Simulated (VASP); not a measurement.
# AlRu (Pm-3m) in VASP: a series of runs

AlRu is run at these levels: r2SCAN; tasks: single point.

All numbers are computed with VASP 6.6.1; they aren't measurements. Logs are shortened: lines on timing, memory, paths and dates and some standing lists are left out, and cuts for length are marked.

**1. The cell of the first run**

Symmetry: Pm-3m, No. 221, cubic system. The conventional cell has a = 2.858 Å, b = 2.858 Å, c = 2.858 Å, α = 90.00°, β = 90.00°, γ = 90.00°. Within 3.3 Å of Al (site symmetry m-3m) lie 8 Ru at 2.48 Å and 6 Al at 2.86 Å. Ru (site symmetry m-3m) has 8 Al at 2.48 Å and 6 Ru at 2.86 Å within 3.3 Å.

**2. Single point, r2SCAN (11.67 Å³/atom)**

The input, POSCAR:

```
AlRu
1.0
    2.8582011617      0.0000000000      0.0000000000
    0.0000000000      2.8582011617      0.0000000000
    0.0000000000      0.0000000000      2.8582011617
Al Ru
1 1
Direct
    0.0000000000      0.0000000000      0.0000000000
    0.5000000000      0.5000000000      0.5000000000
```

The input, INCAR.step1:

```
PREC     = Accurate       # precision mode
ENCUT    = 520            # plane-wave cutoff, eV
ISMEAR   = 0              # smearing method
SIGMA    = 0.1            # smearing width, eV
LREAL    = False          # projectors in reciprocal space
LASPH    = True           # aspherical terms in the spheres
NELM     = 60             # most SCF steps
NBANDS   = 16             # bands
GGA      = PE             # functional
ALGO     = Normal         # electronic algorithm
EDIFF    = 1E-4           # SCF threshold, eV
LWAVE    = True           # write WAVECAR
LCHARG   = False          # write CHGCAR
```

The input, INCAR.step2:

```
PREC     = Accurate       # precision mode
ENCUT    = 520            # plane-wave cutoff, eV
EDIFF    = 1E-7           # SCF threshold, eV
ISMEAR   = 0              # smearing method
SIGMA    = 0.1            # smearing width, eV
LREAL    = False          # projectors in reciprocal space
LASPH    = True           # aspherical terms in the spheres
NELM     = 60             # most SCF steps
ALGO     = Normal         # electronic algorithm
ISIF     = 2              # what is computed and relaxed
LWAVE    = False          # write WAVECAR
LCHARG   = False          # write CHGCAR
METAGGA  = R2SCAN         # meta-GGA
LMIXTAU  = True         
NBANDS   = 16             # bands
ISTART   = 1
```

The input, KPOINTS:

```
Automatic mesh
0
Gamma
  14 14 14
```

Potentials or basis: VASP PAW PBE potentials, release 64 (Al, Ru_pv).

Started as:

```bash
> cat potpaw_PBE.64/Al/POTCAR potpaw_PBE.64/Ru_pv/POTCAR > POTCAR
> cp INCAR.step1 INCAR
> mpirun -np 1 vasp_std > vasp.out
> cp INCAR.step2 INCAR
> mpirun -np 1 vasp_std > vasp.out
```

OUTCAR:

```text
PREC = Accurate
   ENCUT = 520
   EDIFF = 1E-7
   ISMEAR = 0
   LREAL = False
   LASPH = True
   NELM = 60
   ISIF = 2
   METAGGA = R2SCAN
   ISTART = 1

 ion  position               nearest neighbor table
   1  0.000  0.000  0.000-   2 2.48   2 2.48   2 2.48   2 2.48   2 2.48   2 2.48   2 2.48   2 2.48

   2  0.500  0.500  0.500-   1 2.48   1 2.48   1 2.48   1 2.48   1 2.48   1 2.48   1 2.48   1 2.48

  LATTYP: Found a simple cubic cell.
 ALAT       =     2.8582011617

  Lattice vectors:

 A1 = (   2.8582011617,   0.0000000000,   0.0000000000)
 A2 = (   0.0000000000,   2.8582011617,   0.0000000000)
 A3 = (   0.0000000000,   0.0000000000,   2.8582011617)

Analysis of symmetry for initial positions (statically):
=====================================================================
 Subroutine PRICEL returns:
 Original cell was already a primitive cell.

 Routine SETGRP: Setting up the symmetry group for a
 simple cubic supercell.

 Subroutine GETGRP returns: Found 48 space group operations
 (whereof 48 operations were pure point group operations)
 out of a pool of 48 trial point group operations.

The static configuration has the point symmetry O_h .

Analysis of symmetry for dynamics (positions and initial velocities):
=====================================================================
 Subroutine PRICEL returns:
 Original cell was already a primitive cell.

 Routine SETGRP: Setting up the symmetry group for a
 simple cubic supercell.

 Subroutine GETGRP returns: Found 48 space group operations
 (whereof 48 operations were pure point group operations)
 out of a pool of 48 trial point group operations.

The dynamic configuration has the point symmetry O_h .

 Subroutine INISYM returns: Found 48 space group operations
 (whereof 48 operations are pure point group operations),
 and found     1 'primitive' translations

----------------------------------------------------------------------------------------

                                     Primitive cell

  volume of cell :      23.3495

  direct lattice vectors                    reciprocal lattice vectors
     2.858201162  0.000000000  0.000000000     0.349870406  0.000000000  0.000000000
     0.000000000  2.858201162  0.000000000     0.000000000  0.349870406  0.000000000
     0.000000000  0.000000000  2.858201162     0.000000000  0.000000000  0.349870406

  length of vectors
     2.858201162  2.858201162  2.858201162     0.349870406  0.349870406  0.349870406

  position of ions in fractional coordinates (direct lattice)
     0.000000000  0.000000000  0.000000000
     0.500000000  0.500000000  0.500000000

  ion indices of the primitive-cell ions
   primitive index   ion index
                 1           1
                 2           2

----------------------------------------------------------------------------------------

 KPOINTS: Automatic mesh

Automatic generation of k-mesh.
 Grid dimensions read from file:
 generate k-points for:   14   14   14

 Generating k-lattice:

  Cartesian coordinates                     Fractional coordinates (reciprocal lattice)
     0.024990743  0.000000000  0.000000000     0.071428571  0.000000000  0.000000000
     0.000000000  0.024990743  0.000000000     0.000000000  0.071428571  0.000000000
     0.000000000  0.000000000  0.024990743     0.000000000  0.000000000  0.071428571

  Length of vectors
     0.024990743  0.024990743  0.024990743

  Shift w.r.t. Gamma in fractional coordinates (k-lattice)
     0.000000000  0.000000000  0.000000000

 Subroutine IBZKPT returns following result:
 ===========================================

 Found    120 irreducible k-points:

 Following reciprocal coordinates:
            Coordinates               Weight
  0.000000  0.000000  0.000000      1.000000
  0.071429  0.000000  0.000000      6.000000
  0.142857  0.000000  0.000000      6.000000
  0.214286  0.000000  0.000000      6.000000
  0.285714  0.000000  0.000000      6.000000
  0.357143  0.000000  0.000000      6.000000
[... 16 lines left out ...]
  0.285714  0.214286  0.000000     24.000000
  0.357143  0.214286  0.000000     24.000000
 [... further k-points ...]
   k-points           NKPTS =    120   k-points in BZ     NKDIM =    120   number of bands    NBANDS=     16
   number of dos      NEDOS =    301   number of ions     NIONS =      2
   total plane-waves  NPLWV =  13824
   dimension x,y,z NGX =    24 NGY =   24 NGZ =   24
   dimension x,y,z NGXF=    48 NGYF=   48 NGZF=   48
   ions per type =               1   1
   NGX,Y,Z   is equivalent  to a cutoff of  13.96, 13.96, 13.96 a.u.
   NGXF,Y,Z  is equivalent  to a cutoff of  27.92, 27.92, 27.92 a.u.
 SYSTEM =  unknown system
   PREC   = accura    normal or accurate (medium, high low for compatibility)
   ISTART =      1    job   : 0-new  1-cont  2-samecut
   ICHARG =      0    charge: 1-file 2-atom 10-const
   ISPIN  =      1    spin polarized calculation?
   LNONCOLLINEAR =      F non collinear calculations
   LSORBIT =      F    spin-orbit coupling
   LASPH  =      T    aspherical Exc in radial PAW
   ENCUT  =  520.0 eV  38.22 Ry    6.18 a.u.   5.31  5.31  5.31*2*pi/ulx,y,z
   NELM   =     60;   NELMIN=  2; NELMDL=  0     # of ELM steps
   EDIFF  = 0.1E-06   stopping-criterion for ELM
   LREAL  =      F    real-space projection
   EDIFFG = 0.1E-05   stopping-criterion for IOM
   NSW    =      0    number of steps for IOM
   IBRION =     -1    ionic relax: 0-MD 1-quasi-New 2-CG
   NFREE  =      0    steps in history (QN), initial steepest desc. (CG)
   ISIF   =      2    stress and relaxation
   ISYM   =      2    0-nonsym 1-usesym 2-fastsym
   POTIM  = 0.5000    time-step for ionic-motion
   TEBEG  =    0.0;   TEEND  =   0.0 temperature during run
   PSTRESS=    0.0 pullay stress
   NELECT =      17.0000    total number of electrons
   NUPDOWN=      -1.0000    fix difference up-down
   EMIN   =  10.00;   EMAX   =-10.00  energy-range for DOS
   EFERMI =   0.00;   METHOD = LEGACY
   ISMEAR =     0;   SIGMA  =   0.10  broadening in eV -4-tet -1-fermi 0-gaus
   EFERMI_NEDOS =   21; number of points for ismear=-14 and -15
   IALGO  =     38    algorithm
   IMIX   =      4    mixing-type and parameters
     AMIX     =   0.40;   BMIX     =  1.00
     AMIX_MAG =   1.60;   BMIX_MAG =  1.00
  volume/ion in A,a.u.               =      11.67        78.79
  Fermi-wavevector in a.u.,A,eV,Ry     =   1.472759  2.783111 29.511295  2.169019
  Thomas-Fermi vector in A             =   2.587735
   LORBIT       =      0    0 simple, 1 ext, 2 COOP (PROOUT), +10 PAW based schemes
   METAGGA = R2SCAN    functional components
   LHFCALC =     F    Hartree Fock is set to
   AEXX    =    0.0000 exact exchange contribution
   IVDW    =     0    specifies the selected vdW correction
   LEPSILON=     F    determine dielectric tensor
   LRPA    =     F    only Hartree local field effects (RPA)
 non-spin polarized calculation
 Gauss-broadening in eV      SIGMA  =   0.10
  energy-cutoff  :      520.00
  volume of cell :       23.35
 maximum number of plane-waves:       651
 NGX is ok and might be reduce to    24
   NGX = 11   NGY = 11   NGZ = 11

 number of electron      17.0000003 magnetization

 Free energy of the ion-electron system (eV)
  ---------------------------------------------------
  ext. energy  EPLUGINS =         0.00000000
  ---------------------------------------------------
  free energy    TOTEN  =       -33.27120375 eV

  energy without entropy =      -33.26298623  energy(sigma->0) =      -33.26709499

 E-fermi :  12.6334     XC(G=0): -14.3994

 val. band max:       12.6205933320   @ k =   0.3571   0.1429   0.0000
 cond. band min:      12.6596483342   @ k =   0.5000   0.2857   0.1429
 fundamental gap:      0.0390550022
 Fermi energy:        12.6334424940

 k-point     1 :       0.0000    0.0000    0.0000
  band No.  band energies     occupation
      1     -30.4844      2.00000
      2     -30.4844      2.00000
      3     -30.4844      2.00000
      4       1.6209      2.00000
      5       8.0859      2.00000
      6       8.0859      2.00000
[... 8 lines left out ...]
     15      24.9646      0.00000
     16      31.9781      0.00000

 k-point     2 :       0.0714    0.0000    0.0000
  band No.  band energies     occupation
      1     -30.5038      2.00000
      2     -30.4828      2.00000
      3     -30.4828      2.00000
      4       1.7385      2.00000
      5       8.1308      2.00000
      6       8.1381      2.00000
[... 8 lines left out ...]
     15      25.4258      0.00000
     16      32.2851      0.00000

 k-point     3 :       0.1429    0.0000    0.0000
  band No.  band energies     occupation
      1     -30.5580      2.00000
      2     -30.4781      2.00000
      3     -30.4781      2.00000
      4       2.0838      2.00000
      5       8.2599      2.00000
      6       8.2649      2.00000
[... 8 lines left out ...]
     15      26.3272      0.00000
     16      33.2209      0.00000

 k-point     4 :       0.2143    0.0000    0.0000
  band No.  band energies     occupation
      1     -30.6356      2.00000
      2     -30.4715      2.00000
      3     -30.4715      2.00000
      4       2.6353      2.00000
      5       8.3718      2.00000
      6       8.4566      2.00000
[... 8 lines left out ...]
     15      27.1363      0.00000
     16      32.1787      0.00000

 k-point     5 :       0.2857    0.0000    0.0000
  band No.  band energies     occupation
      1     -30.7209      2.00000
      2     -30.4640      2.00000
      3     -30.4640      2.00000
      4       3.3606      2.00000
      5       8.3059      2.00000
      6       8.6909      2.00000
[... 8 lines left out ...]
     15      27.6975      0.00000
     16      30.9376      0.00000

 k-point     6 :       0.3571    0.0000    0.0000
  band No.  band energies     occupation
      1     -30.7968      2.00000
      2     -30.4573      2.00000
      3     -30.4573      2.00000
      4       4.2152      2.00000
      5       7.9313      2.00000
      6       8.9193      2.00000
[... 8 lines left out ...]
     15      27.9983      0.00000
     16      29.7138      0.00000
[... 267 lines left out ...]
 k-point    21 :       0.5000    0.1429    0.0000
  band No.  band energies     occupation
      1     -30.8574      2.00000
      2     -30.5205      2.00000
      3     -30.4445      2.00000
      4       6.2458      2.00000
      5       6.4778      2.00000
      6       9.4312      2.00000
[... 8 lines left out ...]
     15      26.3933      0.00000
     16      27.5358      0.00000

 k-point    22 :       0.2143    0.2143    0.0000
  band No.  band energies     occupation
      1     -30.6250      2.00000
      2     -30.6139      2.00000
      3     -30.4583      2.00000
      4       3.5564      2.00000
      5       8.5118      2.00000
      6       8.9804      2.00000
[... 8 lines left out ...]
     15      28.9217      0.00000
     16      30.1695      0.00000

 k-point    23 :       0.2857    0.2143    0.0000
  band No.  band energies     occupation
      1     -30.7032      2.00000
      2     -30.6098      2.00000
      3     -30.4507      2.00000
      4       4.1938      2.00000
      5       8.3408      2.00000
      6       9.2461      2.00000
[... 8 lines left out ...]
     15      28.9194      0.00000
     16      30.0466      0.00000

 k-point    24 :       0.3571    0.2143    0.0000
  band No.  band energies     occupation
      1     -30.7775      2.00000
      2     -30.6017      2.00000
      3     -30.4439      2.00000
      4       4.9226      2.00000
      5       7.9015      2.00000
      6       9.4813      2.00000
[... 8 lines left out ...]
     15      27.5818      0.00000
     16      29.0886      0.00000

 [... further k-points ...]

------------------------ aborting loop because EDIFF is reached ----------------------------------------

  FORCE on cell =-STRESS in cart. coord.  units (eV):
  Direction    XX          YY          ZZ          XY          YZ          ZX
  --------------------------------------------------------------------------------------
  -------------------------------------------------------------------------------------
  Total        5.4893670      5.4893670      5.4893670     -0.0000000     -0.0000000      0.0000000
  in kB      376.6643135    376.6643135    376.6643135     -0.0000000     -0.0000000      0.0000000
  external PRESSURE =     376.6643135 kB  Pullay stress =       0.0000000 kB

 VOLUME and BASIS-vectors are now :
 -----------------------------------------------------------------------------
  energy-cutoff  :      520.00
  volume of cell :       23.35
      direct lattice vectors                 reciprocal lattice vectors
     2.858201162  0.000000000  0.000000000     0.349870406  0.000000000  0.000000000
     0.000000000  2.858201162  0.000000000     0.000000000  0.349870406  0.000000000
     0.000000000  0.000000000  2.858201162     0.000000000  0.000000000  0.349870406

 POSITION                                       TOTAL-FORCE (eV/Angst)
 -----------------------------------------------------------------------------------
      0.00000      0.00000      0.00000         0.000000      0.000000      0.000000
      1.42910      1.42910      1.42910         0.000000      0.000000      0.000000
 -----------------------------------------------------------------------------------
    total drift:                                0.000000     -0.000000     -0.000000

  FREE ENERGIE OF THE ION-ELECTRON SYSTEM (eV)
  ---------------------------------------------------
  free  energy   TOTEN  =       -33.2712037535 eV

  energy  without entropy=      -33.2629862292  energy(sigma->0) =      -33.26709499
```

Run time: 2.3 min. Hardware: 1 thread of Intel Xeon 8259CL, shared host; peak memory 0.17 GiB.

What came out:

```yaml
Free_energy: -33.2712 eV
Pressure: 37.7 GPa
Band_gap_on_the_k_mesh: zero (an odd number of electrons rules out a gap without spin polarisation)
```

Caveat: the cell stands under pressure; the PAW data sets were made with another functional, which shifts forces and pressure a little.

(Part 1 of 2 ends here.)

The gap in the log of VASP goes by the Fermi energy; the results here count the filled bands.